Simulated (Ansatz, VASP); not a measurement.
One calculation of W, two programs

```xyz
4
Lattice="2.7656 0.0000 0.0000 -1.3828 2.3951 0.0000 0.0000 0.0000 9.8670" Properties=species:S:1:pos:R:3 pbc="T T T"
W     0.0000    0.0000    0.0000
W     0.0000    0.0000    4.9335
W     0.0000    1.5967    7.4002
W     1.3828    0.7984    2.4667
```

Alike in both runs: functional r2SCAN; k mesh 6 × 6 × 2; occupations gaussian, width 0.1 eV; no spin polarisation.

Ansatz relaxed the structure, and its values are those at the end. VASP's run is a single point on that final structure, the one shown.

|  | VASP | Ansatz |
| --- | --- | --- |
| version | VASP 6.6.1 | Ansatz 0.2.0 |
| potentials or method | VASP PAW PBE potentials, release 64 (W_sv), cutoff 520 eV | scalar-relativistic, plane waves, PAW |
| valence electrons in the cell | 56 | 56 |

```csv
,VASP,Ansatz,Ansatz less VASP
gap on the k mesh at the Fermi level (eV),none,none,-
pressure (GPa),1.2,0.0,-1.12
```

VASP's potentials were made for PBE, not for r2SCAN. A gap of «none» marks a metal or a gap that the smearing closes.

The k mesh is coarse, so the values compare programs but aren't converged. Neither program's run includes spin-orbit coupling.
